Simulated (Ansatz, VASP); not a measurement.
**Two plane-wave programs on Bi2S**

```
CELL_PARAMETERS angstrom
6.96045 0.00000 0.00000
-3.48023 6.02793 0.00000
0.00000 0.00000 4.36027
ATOMIC_POSITIONS crystal
Bi 0.50000 0.00000 0.00000
Bi 0.00000 0.50000 0.00000
Bi 0.50000 0.50000 0.00000
Bi 0.00000 0.00000 0.00000
S 0.33333 0.66667 0.50000
S 0.66667 0.33333 0.50000
```

Alike in both runs: functional PBE; k mesh 6 × 6 × 8; occupations gaussian, width 0.1 eV; no spin polarisation.

Ansatz relaxed the structure, and its values are those at the end. VASP's run is a single point on that final structure, the one shown.

|  | VASP | Ansatz |
| --- | --- | --- |
| version | VASP 6.6.1 | Ansatz 0.2.0 |
| potentials or method | VASP PAW PBE potentials, release 64 (Bi_d, S), cutoff 520 eV | scalar-relativistic, plane waves, PAW |
| valence electrons in the cell | 72 | 72 |

|  | VASP | Ansatz | Ansatz less VASP |
| --- | --- | --- | --- |
| gap on the k mesh at the Fermi level (eV) | none | none | - |
| pressure (GPa) | -0.1 | 0.0 | +0.07 |

A gap of «none» marks a metal or a gap that the smearing closes. With one functional, cell and mesh, what is left measures potentials, basis and numerics.

Spin-orbit coupling is off throughout.
